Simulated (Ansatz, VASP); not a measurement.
## Ta in VASP and in Ansatz

INCAR

```
PREC = Accurate
ENCUT = 500
EDIFF = 1E-6
ISMEAR = 0
SIGMA = 0.05
LREAL = F
LASPH = T
NELM = 120
ALGO = Normal
ISIF = 2
LWAVE = F
LCHARG = F
GGA = PE
NBANDS = 12
GGA_COMPAT = F
```

KPOINTS

```
regular mesh
0
Gamma
  18 18 18
```

File POSCAR:

```
Ta
1.0
   -1.6608405874      1.6608405874      1.6608405874
    1.6608405874     -1.6608405874      1.6608405874
    1.6608405874      1.6608405874     -1.6608405874
Ta
1
Direct
    0.0000000000      0.0000000000      0.0000000000
```

Input for Ansatz:

```yaml
crystal:
  lattice:
    - [-1.6608405867, 1.6608405867, 1.6608405867]
    - [1.6608405867, -1.6608405867, 1.6608405867]
    - [1.6608405867, 1.6608405867, -1.6608405867]
  atoms:
    - { symbol: Ta, position: [0.0, 0.0, 0.0] }
basis:
  ecutwfc: 600
  ecutrho_ratio: 5
kpoints:
  mp_grid: { grid: [18, 18, 18] }
hamiltonian:
  xc: pbe
scf:
  occupations: { method: gaussian, width: 0.05 }
output:
  forces: true
  stress: true
  eigenvalues: true
```

Alike in both runs: task single point; functional PBE; k mesh 18 × 18 × 18; occupations gaussian, width 0.05 eV; no spin polarisation.

```csv
,VASP,Ansatz
version,VASP 6.6.1,Ansatz 0.2.0
potentials or method,"VASP PAW PBE potentials, release 64 (Ta_pv), cutoff 500 eV","scalar-relativistic, plane waves, PAW"
valence electrons in the cell,11,13
```

Ansatz gave:

```
pressure (GPa) : -0.5
```

Estimate VASP's values.

pressure (GPa): -0.4.

With one functional, cell and mesh, what is left measures potentials, basis and numerics. VASP's potentials hold 11 valence electrons a cell and Ansatz's 13, so a difference there can come from the potentials and not from the codes.

Spin-orbit coupling is off throughout.
